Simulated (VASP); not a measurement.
Write the native input for VASP 6.6.1 that does the following.

| Property | Result |
| --- | --- |
| Task | single point |
| Functional | revPBE |
| Dispersion | D3(BJ) |
| Potentials or basis | VASP PAW PBE potentials, release 64 (Rb_sv, Cl) |
| Cutoff | 500 eV |
| k mesh | 6 × 6 × 6 |
| Occupations | gaussian, width 0.01 eV |
| Spin | no spin polarisation |
| Dipole correction | no |
| Further INCAR settings | ALGO = Normal; EDIFF = 1e-06; NBANDS = 15 |

The structure of RbCl lies in POSCAR:

```
RbCl
1.0
    0.0000000000      3.3299866258      3.3299866258
    3.3299866258      0.0000000000      3.3299866258
    3.3299866258      3.3299866258      0.0000000000
Rb Cl
1 1
Direct
    0.0000000000      0.0000000000      0.0000000000
    0.5000000000      0.5000000000      0.5000000000
```

One way to write it, as run:

INCAR

```
PREC     = Accurate       # precision mode
ENCUT    = 500            # plane-wave cutoff, eV
EDIFF    = 1E-6           # SCF threshold, eV
ISMEAR   = 0              # smearing method
SIGMA    = 0.01           # smearing width, eV
LREAL    = F              # projectors in reciprocal space
LASPH    = T              # aspherical terms in the spheres
NELM     = 120            # most SCF steps
ALGO     = Normal         # electronic algorithm
ISIF     = 2              # what is computed and relaxed
LWAVE    = F              # write WAVECAR
LCHARG   = F              # write CHGCAR
GGA      = RE             # functional
IVDW     = 12             # dispersion correction
NBANDS   = 15             # bands
GGA_COMPAT= F
```

KPOINTS

```
regular mesh
0
Gamma
  6 6 6
```

Potentials or basis: VASP PAW PBE potentials, release 64 (Rb_sv, Cl).

Command:

```sh
$ cat potpaw_PBE.64/Rb_sv/POTCAR potpaw_PBE.64/Cl/POTCAR > POTCAR
$ mpirun -np 1 vasp_std > vasp.out
```

Results of the run:

The pressure is 0.0 GPa, the band gap on the k mesh is 5.20 eV and the dispersion energy per atom is -0.311 eV.

Caveat: the PAW data sets were made with another functional, which shifts forces and pressure a little.

Wall time 32 s on 1 thread of Intel Xeon 8259CL, on a shared host, peak memory 0.21 GiB.
